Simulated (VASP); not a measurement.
Pt:

```xyz
1
Lattice="0.0000 1.9869 1.9869 1.9869 0.0000 1.9869 1.9869 1.9869 0.0000" Properties=species:S:1:pos:R:3 pbc="T T T"
Pt    0.0000    0.0000    0.0000
```

| Quantity | Value |
| --- | --- |
| Program | VASP 6.6.1 |
| Task | relaxation of cell and atoms |
| Functional | r2SCAN |
| Potentials or basis | VASP PAW PBE potentials, release 64 (Pt) |
| Cutoff | 600 eV |
| k mesh | 14 × 14 × 14 |
| Occupations | fermi-dirac, width 0.1 eV |
| Spin | no spin polarisation |

At the start: pressure -5.6 GPa; volume 15.69 Å³/atom.

Problem. How do energy, volume and symmetry change on relaxing?

Solution. Over 4 steps the energy falls by 6.2 meV/atom and the volume is 15.35 Å³/atom (-2.2 %); space group Fm-3m (No. 225, to 0.1 Å) before and after.

The path:
```csv
step,energy change (eV),largest force (eV/Å),pressure (GPa),volume (Å³)
1,0.0000,0.0000,-5.61,15.69
2,0.0415,0.0000,18.67,14.47
3,-0.0062,0.0000,-0.12,15.35
4,-0.0062,0.0000,-0.05,15.35
```

Final structure:
```cif
data_structure
_symmetry_space_group_name_H-M 'P 1'
_symmetry_Int_Tables_number 1
_cell_length_a 2.7894
_cell_length_b 2.7894
_cell_length_c 2.7894
_cell_angle_alpha 60.000
_cell_angle_beta 60.000
_cell_angle_gamma 60.000
_cell_volume 15.35
loop_
_atom_site_label
_atom_site_type_symbol
_atom_site_fract_x
_atom_site_fract_y
_atom_site_fract_z
_atom_site_occupancy
Pt1 Pt 0.00000 0.00000 0.00000 1
```

Caveat: the PAW data sets were made with another functional, which shifts forces and pressure a little.
